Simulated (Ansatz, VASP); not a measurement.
One calculation of CrO2, two programs

The input INCAR:

```
SYSTEM = CrO2
PREC = Accurate
ENCUT = 520
EDIFF = 1E-7
ISMEAR = 0
SIGMA = 0.15
LREAL = .FALSE.
LASPH = .TRUE.
NELM = 150
ALGO = Normal
ISIF = 2
LWAVE = .FALSE.
LCHARG = .TRUE.
ISPIN = 2
MAGMOM = 3 3 0 0 0 0
LORBIT = 11
LMAXMIX = 4
LDAU = .TRUE.
LDAUTYPE = 2
LDAUL = 2 -1
LDAUU = 3.5 0
LDAUJ = 0 0
LDAUPRINT = 1
GGA = PS
LELF = .TRUE.
LVHAR = .TRUE.
NBANDS = 37
```

File KPOINTS:

```
regular mesh
0
G
  5 5 7
  0 0 0
```

The input POSCAR:

```
CrO2
1.0
    4.4713400000      0.0000000000      0.0000000000
    0.0000000000      4.4713400000      0.0000000000
    0.0000000000      0.0000000000      2.9951800000
Cr O
2 4
Direct
    0.0000000000      0.5000000000      0.2384500000
    0.5000000000      0.0000000000      0.7615500000
    0.7017100000      0.2017100000      0.2536200000
    0.2982900000      0.7982900000      0.2536200000
    0.2017100000      0.2982900000      0.7463800000
    0.7982900000      0.7017100000      0.7463800000
```

Input for Ansatz:

```yaml
crystal:
  lattice:
    - [4.47134, 0.0, 0.0]
    - [0.0, 4.47134, 0.0]
    - [0.0, 0.0, 2.99518]
  atoms:
    - { symbol: Cr, position: [0.0, 0.5, 0.23845] }
    - { symbol: Cr, position: [0.5, 0.0, 0.76155] }
    - { symbol: O, position: [0.70171, 0.20171, 0.25362] }
    - { symbol: O, position: [0.29829, 0.79829, 0.25362] }
    - { symbol: O, position: [0.20171, 0.29829, 0.74638] }
    - { symbol: O, position: [0.79829, 0.70171, 0.74638] }
kpoints:
  mp_grid:
    grid: [5, 5, 7]
  band_path:
    path:
      - [0.0, 0.0, 0.0]
      - [0.0, 0.5, 0.0]
      - [0.5, 0.5, 0.0]
      - [0.0, 0.0, 0.0]
      - [0.0, 0.0, 0.5]
      - [0.0, 0.5, 0.5]
      - [0.5, 0.5, 0.5]
    npoints: 8
hamiltonian:
  xc: pbesol
  hubbard:
    - { species: Cr, l: d, u_eff: 3.5 }
magnetization:
  spin_polarized: true
  per_species:
    Cr: 3.0
scf:
  n_extra_bands: 10
  occupations:
    method: gaussian
    width: 0.15
```

Alike in both runs: task single point; functional PBEsol; k mesh 5 × 5 × 7; occupations gaussian, width 0.15 eV; collinear spin; Hubbard terms Cr d U = 3.5 eV.

|  | VASP | Ansatz |
| --- | --- | --- |
| version | VASP 6.6.1 | Ansatz 0.2.0 |
| potentials or method | VASP PAW PBE potentials, release 64 (Cr_pv, O) | plane waves, PAW |
| plane-wave cutoff (eV) | 520 | 420 |
| valence electrons in the cell | 48 | 52 |

Ansatz gave:

```
gap on the k mesh at the Fermi level (eV)                     : none
net moment per atom (μB)                                      : 0.67
size of the moment on the site where the two differ most (μB) : 2.03
```

Task: Estimate VASP's values.

Result: gap on the k mesh at the Fermi level (eV): none; net moment per atom (μB): 0.67; size of the moment on the site where the two differ most (μB): 2.42.

VASP's potentials were made for PBE, not for PBEsol. Site moments also hang on the region over which each program counts them. The programs project onto different local orbitals, so the same U acts differently, and such runs can settle in different states. A gap of «none» marks a metal or a gap that the smearing closes. VASP's potentials hold 48 valence electrons a cell and Ansatz's 52, so a difference there can come from the potentials and not from the codes. Ansatz's warnings: filled band counts differ across k points.
